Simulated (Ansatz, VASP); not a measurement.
# ZnS in VASP and in Ansatz

INCAR

```
ALGO     = Normal         # electronic algorithm
EDIFF    = 1E-7           # SCF threshold, eV
ENCUT    = 520            # plane-wave cutoff, eV
GGA      = PE             # functional
ISIF     = 2              # what is computed and relaxed
ISMEAR   = -1             # smearing method
LASPH    = T              # aspherical terms in the spheres
LCHARG   = F              # write CHGCAR
LREAL    = F              # projectors in reciprocal space
LWAVE    = F              # write WAVECAR
NBANDS   = 16             # bands
NELM     = 100            # most SCF steps
PREC     = Accurate       # precision mode
SIGMA    = 0.01           # smearing width, eV
```

Contents of KPOINTS:

```
k-points
0
Gamma
  9 9 9
```

The input POSCAR:

```
ZnS
1.0
    0.0000000000      2.6649708323      2.7857895000
    2.6649708323      0.0000000000      2.7857895000
    2.6649708323      2.6649708323      0.0000000000
Zn S
1 1
Direct
    0.0000000000      0.0000000000      0.0000000000
    0.7500000000      0.7500000000      0.7500000000
```

Input for Ansatz:

```yaml
crystal:
  lattice:
    - [0.0, 2.6649708323, 2.7857895]
    - [2.6649708323, 0.0, 2.7857895]
    - [2.6649708323, 2.6649708323, 0.0]
  atoms:
    - { symbol: Zn, position: [0.0, 0.0, 0.0] }
    - { symbol: S, position: [0.75, 0.75, 0.75] }
kpoints:
  mp_grid: { grid: [9, 9, 9] }
scf:
  occupations: { method: fermi_dirac, width: 0.01 }
hamiltonian:
  xc: pbe
  pseudopotentials: { kind: all_electron, lapw: { basis_error: 0.00025 } }
output:
  forces: true
  stress: true
  eigenvalues: true
```

Change from the starting cell: z stretched by +3 % at fixed volume.

Alike in both runs: task single point; functional PBE; k mesh 9 × 9 × 9; occupations fermi-dirac, width 0.01 eV; no spin polarisation.

|  | VASP | Ansatz |
| --- | --- | --- |
| version | VASP 6.6.1 | Ansatz 0.2.0 |
| potentials or method | VASP PAW PBE potentials, release 64 (Zn, S), cutoff 520 eV | all-electron LAPW, scalar-relativistic |

Ansatz gave:

- gap on the k mesh at the Fermi level (eV): 2.04
- pressure (GPa): 1.3
- traceless stress, the component that is largest in VASP (GPa): -1.30

Problem. Which values does VASP return?

Solution. gap on the k mesh at the Fermi level (eV): 2.04; pressure (GPa): 1.5; traceless stress, the component that is largest in VASP (GPa): -1.29.

Ansatz ran all-electron here, and VASP with PAW potentials.
